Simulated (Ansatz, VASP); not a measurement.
# One calculation of Si, two programs

```xyz
17
Lattice="0.0000 5.4300 5.4300 5.4300 0.0000 5.4300 5.4300 5.4300 0.0000" Properties=species:S:1:pos:R:3 pbc="T T T"
Si    0.0035    0.0059    0.0054
Si    1.3593    1.3574    1.3572
Si    2.7093    2.7123    0.0028
Si    4.0680    4.0765    1.3239
Si    2.7096    0.0031    2.7121
Si    4.0682    1.3245    4.0760
Si    5.4454    2.6958    2.6952
Si    6.8170    4.0732    4.0728
Si    0.0039    2.7093    2.7089
Si    1.3215    4.0728    4.0721
Si    2.6854    5.4565    2.6889
Si    4.0685    6.8213    4.0689
Si    2.6853    2.6894    5.4560
Si    4.0687    4.0695    6.8207
Si    5.4468    5.4515    5.4510
Si    6.7747    6.7890    6.7885
Si    4.0600    4.0739    4.0735
```

Alike in both runs: functional PBE; dispersion D3(BJ); k mesh 2 × 2 × 2; occupations gaussian, width 0.02 eV; no spin polarisation.

Ansatz relaxed the structure, and its values are those at the end. VASP's run is a single point on that final structure, the one shown.

|  | VASP | Ansatz |
| --- | --- | --- |
| version | VASP 6.6.1 | Ansatz 0.2.0 |
| potentials or method | VASP PAW PBE potentials, release 64 (Si), cutoff 520 eV | scalar-relativistic, plane waves, PAW |
| valence electrons in the cell | 68 | 68 |

|  | VASP | Ansatz | Ansatz less VASP |
| --- | --- | --- | --- |
| rms of the force components (eV/Å) | 0.008 | 0.008 | 0.0000 |

The k mesh is coarse, so the values compare programs but aren't converged.
